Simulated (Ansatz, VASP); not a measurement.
## RbP3: VASP beside Ansatz

```
CELL_PARAMETERS angstrom
4.13304 2.38621 5.15043
-4.13304 2.38621 5.15043
0.00000 -4.77243 5.15043
ATOMIC_POSITIONS crystal
Rb 0.24964 0.24964 0.24964
Rb 0.75036 0.75036 0.75036
P 0.83643 0.19586 0.83643
P 0.83643 0.83643 0.19586
P 0.19586 0.83643 0.83643
P 0.16357 0.80414 0.16357
P 0.80414 0.16357 0.16357
P 0.16357 0.16357 0.80414
```

Alike in both runs: functional PBE; k mesh 6 × 6 × 6; occupations gaussian, width 0.02 eV; no spin polarisation.

Ansatz relaxed the structure, and its values are those at the end. VASP's run is a single point on that final structure, the one shown.

|  | VASP | Ansatz |
| --- | --- | --- |
| version | VASP 6.6.1 | Ansatz 0.2.0 |
| potentials or method | VASP PAW PBE potentials, release 64 (Rb_sv, P), cutoff 520 eV | scalar-relativistic, plane waves, PAW |
| valence electrons in the cell | 48 | 48 |

|  | VASP | Ansatz | Ansatz less VASP |
| --- | --- | --- | --- |
| gap on the k mesh at the Fermi level (eV) | 0.93 | 0.93 | -0.003 |
| least direct gap on the mesh (eV) | 1.07 | 1.06 | -0.003 |
| pressure (GPa) | -0.1 | 0.0 | +0.12 |
| rms of the force components (eV/Å) | 0.035 | 0.001 | -0.0333 |

The functional is the same, so the differences come from potentials, cutoffs and numerics.
